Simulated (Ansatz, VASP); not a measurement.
**MgBe2SO2: VASP beside Ansatz**

```
CELL_PARAMETERS angstrom
3.34654 0.00000 0.00000
0.00000 3.34654 0.00000
0.00000 0.00000 9.75028
ATOMIC_POSITIONS crystal
Mg 0.00000 0.00000 0.00000
Be 0.50000 0.50000 0.00000
Be 0.00000 0.00000 0.50000
S 0.50000 0.50000 0.50000
O 0.50000 0.00000 0.92769
O 0.00000 0.50000 0.07231
```

Change from the starting cell: species swapped into the Li2MgCdP2 type (P-4m2, No. 115).

Alike in both runs: functional PBE; k mesh 10 × 10 × 4; occupations gaussian, width 0.01 eV; no spin polarisation.

Ansatz relaxed the structure, and its values are those at the end. VASP's run is a single point on that final structure, the one shown.

|  | VASP | Ansatz |
| --- | --- | --- |
| version | VASP 6.6.1 | Ansatz 0.2.0 |
| potentials or method | VASP PAW PBE potentials, release 64 (Mg, Be, S, O), cutoff 520 eV | scalar-relativistic, plane waves, PAW |
| valence electrons in the cell | 24 | 32 |

|  | VASP | Ansatz | Ansatz less VASP |
| --- | --- | --- | --- |
| gap on the k mesh at the Fermi level (eV) | 0.28 | 0.28 | -0.003 |
| least direct gap on the mesh (eV) | 0.60 | 0.58 | -0.015 |
| pressure (GPa) | 0.2 | 0.0 | -0.16 |
| rms of the force components (eV/Å) | 0.009 | 0.000 | -0.0085 |

The functional is the same, so the differences come from potentials, cutoffs and numerics. VASP's potentials hold 24 valence electrons a cell and Ansatz's 32, so a difference there can come from the potentials and not from the codes.
